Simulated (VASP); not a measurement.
# ZnO (P6_3mc) in VASP: further runs, part 2 of 2

VASP 6.6.1. Earlier steps stand in the parts before.

### 3 Relaxation of cell and atoms, PBE

This run uses another cell than the first one, of 12.28 Å³/atom.

File INCAR:

```
  PREC = Accurate
  ENCUT = 600
  EDIFF = 1E-6
  ISMEAR = 0
  SIGMA = 0.02
  LREAL = F
  LASPH = T
  NELM = 80
  ALGO = Normal
  ISIF = 3
  LWAVE = F
  LCHARG = F
  GGA = PE
  IBRION = 2
  NSW = 100
  EDIFFG = -0.005
```

File KPOINTS:

```
regular mesh
0
Gamma
  12 12 6
```

File POSCAR:

```
ZnO
1.0
    3.3240195194      0.0000000000      0.0000000000
   -1.6620097597      2.8786853465      0.0000000000
    0.0000000000      0.0000000000      5.1319182832
Zn O
2 2
Direct
    0.3333333333      0.6666666667      0.0061832440
    0.6666666667      0.3333333333      0.5061832440
    0.3333333333      0.6666666667      0.3984167560
    0.6666666667      0.3333333333      0.8984167560
```

Potentials or basis: VASP PAW PBE potentials, release 64 (Zn, O).

Command:

```
$ cat potpaw_PBE.64/Zn/POTCAR potpaw_PBE.64/O/POTCAR > POTCAR
$ mpirun -np 1 vasp_std > vasp.out
```

OUTCAR:

```text
PREC = Accurate
   ENCUT = 600
   EDIFF = 1E-6
   ISMEAR = 0
   LREAL = F
   LASPH = T
   NELM = 80
   ISIF = 3
   GGA = PE
   IBRION = 2
   NSW = 100
   EDIFFG = -0.005

 ion  position               nearest neighbor table
   1  0.333  0.667  0.006-   4 2.00   4 2.00   4 2.00   3 2.01
   2  0.667  0.333  0.506-   3 2.00   3 2.00   3 2.00   4 2.01
   3  0.333  0.667  0.398-   2 2.00   2 2.00   2 2.00   1 2.01
   4  0.667  0.333  0.898-   1 2.00   1 2.00   1 2.00   2 2.01

  LATTYP: Found a hexagonal cell.
 ALAT       =     3.3240195194
 C/A-ratio  =     1.5438893344

  Lattice vectors:

 A1 = (   3.3240195194,   0.0000000000,   0.0000000000)
 A2 = (  -1.6620097597,   2.8786853465,   0.0000000000)
 A3 = (   0.0000000000,   0.0000000000,   5.1319182832)

Analysis of symmetry for initial positions (statically):
=====================================================================
 Subroutine PRICEL returns:
 Original cell was already a primitive cell.

 Routine SETGRP: Setting up the symmetry group for a
 hexagonal supercell.

 Subroutine GETGRP returns: Found 12 space group operations
 (whereof  6 operations were pure point group operations)
 out of a pool of 24 trial point group operations.

The static configuration has the point symmetry C_3v.
 The point group associated with its full space group is C_6v.

Analysis of symmetry for dynamics (positions and initial velocities):
=====================================================================
 Subroutine PRICEL returns:
 Original cell was already a primitive cell.

 Routine SETGRP: Setting up the symmetry group for a
 hexagonal supercell.

 Subroutine GETGRP returns: Found 12 space group operations
 (whereof  6 operations were pure point group operations)
 out of a pool of 24 trial point group operations.

The dynamic configuration has the point symmetry C_3v.
 The point group associated with its full space group is C_6v.

 Subroutine INISYM returns: Found 12 space group operations
 (whereof  6 operations are pure point group operations),
 and found     1 'primitive' translations

----------------------------------------------------------------------------------------

                                     Primitive cell

  volume of cell :      49.1063

  direct lattice vectors                    reciprocal lattice vectors
     3.324019519  0.000000000  0.000000000     0.300840592  0.173690397  0.000000000
    -1.662009760  2.878685347  0.000000000     0.000000000  0.347380794  0.000000000
     0.000000000  0.000000000  5.131918283     0.000000000  0.000000000  0.194858909

  length of vectors
     3.324019519  3.324019519  5.131918283     0.347380794  0.347380794  0.194858909

  position of ions in fractional coordinates (direct lattice)
     0.333333333  0.666666667  0.006183244
     0.666666667  0.333333333  0.506183244
     0.333333333  0.666666667  0.398416756
     0.666666667  0.333333333  0.898416756

  ion indices of the primitive-cell ions
   primitive index   ion index
                 1           1
                 2           2
                 3           3
                 4           4

[... 51 lines left out ...]
  0.333333  0.000000  0.166667     12.000000
 [... further k-points ...]
   k-points           NKPTS =     76   k-points in BZ     NKDIM =     76   number of bands    NBANDS=     22
   number of dos      NEDOS =    301   number of ions     NIONS =      4
   total plane-waves  NPLWV =  32928
   dimension x,y,z NGX =    28 NGY =   28 NGZ =   42
   dimension x,y,z NGXF=    56 NGYF=   56 NGZF=   84
   ions per type =               2   2
   NGX,Y,Z   is equivalent  to a cutoff of  14.00, 14.00, 13.61 a.u.
   NGXF,Y,Z  is equivalent  to a cutoff of  28.01, 28.01, 27.21 a.u.
 SYSTEM =  unknown system
   PREC   = accura    normal or accurate (medium, high low for compatibility)
   ISTART =      0    job   : 0-new  1-cont  2-samecut
   ICHARG =      2    charge: 1-file 2-atom 10-const
   ISPIN  =      1    spin polarized calculation?
   LNONCOLLINEAR =      F non collinear calculations
   LSORBIT =      F    spin-orbit coupling
   LASPH  =      T    aspherical Exc in radial PAW
   ENCUT  =  600.0 eV  44.10 Ry    6.64 a.u.   6.64  6.64 10.25*2*pi/ulx,y,z
   NELM   =     80;   NELMIN=  2; NELMDL= -5     # of ELM steps
   EDIFF  = 0.1E-05   stopping-criterion for ELM
   LREAL  =      F    real-space projection
   EDIFFG = -.5E-02   stopping-criterion for IOM
   NSW    =    100    number of steps for IOM
   IBRION =      2    ionic relax: 0-MD 1-quasi-New 2-CG
   NFREE  =      1    steps in history (QN), initial steepest desc. (CG)
   ISIF   =      3    stress and relaxation
   ISYM   =      2    0-nonsym 1-usesym 2-fastsym
   POTIM  = 0.5000    time-step for ionic-motion
   TEBEG  =    0.0;   TEEND  =   0.0 temperature during run
   PSTRESS=    0.0 pullay stress
   NELECT =      36.0000    total number of electrons
   NUPDOWN=      -1.0000    fix difference up-down
   EMIN   =  10.00;   EMAX   =-10.00  energy-range for DOS
   EFERMI =   0.00;   METHOD = LEGACY
   ISMEAR =     0;   SIGMA  =   0.02  broadening in eV -4-tet -1-fermi 0-gaus
   EFERMI_NEDOS =   21; number of points for ismear=-14 and -15
   IALGO  =     38    algorithm
   IMIX   =      4    mixing-type and parameters
     AMIX     =   0.40;   BMIX     =  1.00
     AMIX_MAG =   1.60;   BMIX_MAG =  1.00
  volume/ion in A,a.u.               =      12.28        82.85
  Fermi-wavevector in a.u.,A,eV,Ry     =   1.476148  2.789515 29.647261  2.179012
  Thomas-Fermi vector in A             =   2.590710
   LORBIT       =      0    0 simple, 1 ext, 2 COOP (PROOUT), +10 PAW based schemes
   GGA     = PE    functional components
   LHFCALC =     F    Hartree Fock is set to
   AEXX    =    0.0000 exact exchange contribution
   IVDW    =     0    specifies the selected vdW correction
   LEPSILON=     F    determine dielectric tensor
   LRPA    =     F    only Hartree local field effects (RPA)
 conjugate gradient relaxation of ions
 non-spin polarized calculation
 Gauss-broadening in eV      SIGMA  =   0.02
  energy-cutoff  :      600.00
  volume of cell :       49.11
 maximum number of plane-waves:      1677
 NGX is ok and might be reduce to    28
   NGX = 13   NGY = 13   NGZ = 21

--------------------------------------- Ionic step        1  -------------------------------------------

 number of electron      36.0000020 magnetization

 Free energy of the ion-electron system (eV)
  ---------------------------------------------------
  ext. energy  EPLUGINS =         0.00000000
  ---------------------------------------------------
  free energy    TOTEN  =       -17.84306853 eV

  energy without entropy =      -17.84306853  energy(sigma->0) =      -17.84306853

------------------------ aborting loop because EDIFF is reached ----------------------------------------

  FORCE on cell =-STRESS in cart. coord.  units (eV):
  Direction    XX          YY          ZZ          XY          YZ          ZX
  --------------------------------------------------------------------------------------
  -------------------------------------------------------------------------------------
  Total       -0.0594700     -0.0594700      1.0678479      0.0000000      0.0000000      0.0000000
  in kB       -1.9403102     -1.9403102     34.8403466      0.0000000      0.0000000      0.0000000
  external PRESSURE =      10.3199087 kB  Pullay stress =       0.0000000 kB
[... 291 lines left out ...]
--------------------------------------- Ionic step        9  -------------------------------------------

 number of electron      36.0000013 magnetization

 Free energy of the ion-electron system (eV)
  ---------------------------------------------------
  ext. energy  EPLUGINS =         0.00000000
  ---------------------------------------------------
  free energy    TOTEN  =       -17.86515130 eV

  energy without entropy =      -17.86515130  energy(sigma->0) =      -17.86515130

 E-fermi :   1.0032     XC(G=0): -10.6929

 val. band max:        0.8403578997   @ k =   0.0000   0.0000   0.0000
 cond. band min:       1.5600394619   @ k =   0.0000   0.0000   0.0000
 fundamental gap:      0.7196815622
 Fermi energy:         1.0031654414

 k-point     1 :       0.0000    0.0000    0.0000
  band No.  band energies     occupation
      1     -16.9306      2.00000
      2     -16.2724      2.00000
      3      -4.6702      2.00000
      4      -4.6702      2.00000
      5      -4.6299      2.00000
      6      -4.4957      2.00000
[... 589 lines left out ...]
     21       9.0001      0.00000
     22       9.5490      0.00000

 [... further k-points ...]

------------------------ aborting loop because EDIFF is reached ----------------------------------------

  FORCE on cell =-STRESS in cart. coord.  units (eV):
  Direction    XX          YY          ZZ          XY          YZ          ZX
  --------------------------------------------------------------------------------------
  -------------------------------------------------------------------------------------
  Total       -0.0041895     -0.0041895     -0.0084270      0.0000000      0.0000000      0.0000000
  in kB       -0.1353103     -0.1353103     -0.2721739      0.0000000      0.0000000      0.0000000
  external PRESSURE =      -0.1809315 kB  Pullay stress =       0.0000000 kB
[... 19 lines left out ...]
  FREE ENERGIE OF THE ION-ELECTRON SYSTEM (eV)
  ---------------------------------------------------
  free  energy   TOTEN  =       -17.8651513004 eV

  energy  without entropy=      -17.8651513004  energy(sigma->0) =      -17.86515130

 reached required accuracy - stopping structural energy minimisation
```

OSZICAR:

```text
N       E                     dE             d eps       ncg     rms          rms(c)
DAV:   1     0.303348600204E+03    0.30335E+03   -0.20547E+04  3360   0.260E+03
DAV:   2     0.115872245664E+02   -0.29176E+03   -0.28061E+03  3596   0.464E+02
[... 73 lines left out ...]
   8 F= -.17865152E+02 E0= -.17865152E+02  d E =-.418719E-02
       N       E                     dE             d eps       ncg     rms          rms(c)
DAV:   1    -0.178655587900E+02   -0.40680E-03   -0.62917E-03  3982   0.156E+00    0.148E-01
DAV:   2    -0.178651973693E+02    0.36142E-03   -0.14291E-03  4222   0.800E-01    0.531E-02
DAV:   3    -0.178651645036E+02    0.32866E-04   -0.24815E-05  4514   0.153E-01    0.300E-02
DAV:   4    -0.178651511998E+02    0.13304E-04   -0.16585E-05  5116   0.631E-02    0.323E-03
DAV:   5    -0.178651513004E+02   -0.10064E-06   -0.32404E-06  2696   0.193E-02
   9 F= -.17865151E+02 E0= -.17865151E+02  d E =0.568450E-06
```

CONTCAR:

```text
ZnO
   1.00000000000000
     3.2862432771457928   -0.0000000000000000    0.0000000000000000
    -1.6431216385728964    2.8459701610475108   -0.0000000000000000
     0.0000000000000000    0.0000000000000000    5.3040620955275211
  Zn              O
     2     2
Direct
     0.3333333332999970    0.6666666667000030    0.0127058185248601
     0.6666666667000030    0.3333333332999970    0.5127058185248602
     0.3333333332999970    0.6666666667000030    0.3918941814751419
     0.6666666667000030    0.3333333332999970    0.8918941814751419

  0.00000000E+00  0.00000000E+00  0.00000000E+00
  0.00000000E+00  0.00000000E+00  0.00000000E+00
  0.00000000E+00  0.00000000E+00  0.00000000E+00
  0.00000000E+00  0.00000000E+00  0.00000000E+00
```

Wall time 13 min (1 thread of Intel Xeon 8259CL, shared host); peak memory 0.24 GiB.

Results:

| Quantity | Value |
| --- | --- |
| Free energy | -17.8652 eV |
| Relaxed volume | 12.40 Å³/atom |
| Relaxed cell | a = 3.286 Å, b = 3.286 Å, c = 5.304 Å, α = 90.00°, β = 90.00°, γ = 120.00° |
| Space group after relaxing (to 0.1 Å) | P6_3mc (No. 186) |
| Energy gained by relaxing | 5.5 meV/atom |
| Ionic steps | 9 |
| Pressure after relaxing | 0.0 GPa |
| Largest force after relaxing | 0.004 eV/Å |
| Band gap on the k mesh | 0.72 eV |

Forces in eV/Å, atoms in the order of the input:
```
Zn   0.000  0.000  0.004
Zn   0.000  0.000  0.004
O    0.000  0.000 -0.004
O    0.000  0.000 -0.004
```

Step by step:
| step | energy change (eV) | largest force (eV/Å) | pressure (GPa) | volume (Å³) |
| --- | --- | --- | --- | --- |
| 1 | 0.0000 | 0.0370 | 1.03 | 49.11 |
| 2 | -0.0087 | 0.1212 | -0.32 | 49.67 |
| 3 | -0.0093 | 0.1559 | -1.09 | 49.94 |
| 4 | -0.0156 | 0.1520 | -0.41 | 49.74 |
| 5 | -0.0179 | 0.1464 | 0.22 | 49.53 |
| 6 | -0.0220 | 0.0239 | 0.07 | 49.56 |
| 7 | -0.0221 | 0.0004 | 0.05 | 49.56 |
| 8 | -0.0221 | 0.0027 | 0.07 | 49.56 |
| 9 | -0.0221 | 0.0036 | -0.02 | 49.61 |

Final structure:
```
Zn O
1.0
     3.28624    0.00000    0.00000
    -1.64312    2.84597    0.00000
     0.00000    0.00000    5.30406
Zn O
2 2
Direct
  0.33333 0.66667 0.01271
  0.66667 0.33333 0.51271
  0.33333 0.66667 0.39189
  0.66667 0.33333 0.89189
```

Levels at points of the mesh, in eV from the valence-band top:
```csv
k point,band 16,band 17,band 18,band 19,band 20,band 21
"(0.00, 0.00, 0.00)",-0.08,0.00,0.00,0.72,5.07,8.05
"(0.50, 0.00, 0.00)",-2.12,-1.22,-0.79,5.60,6.81,7.52
"(0.00, 0.00, 0.50)",-0.37,-0.37,-0.37,3.35,3.35,9.89
"(0.50, 0.00, 0.50)",-1.42,-1.31,-1.31,5.63,5.63,8.19
```
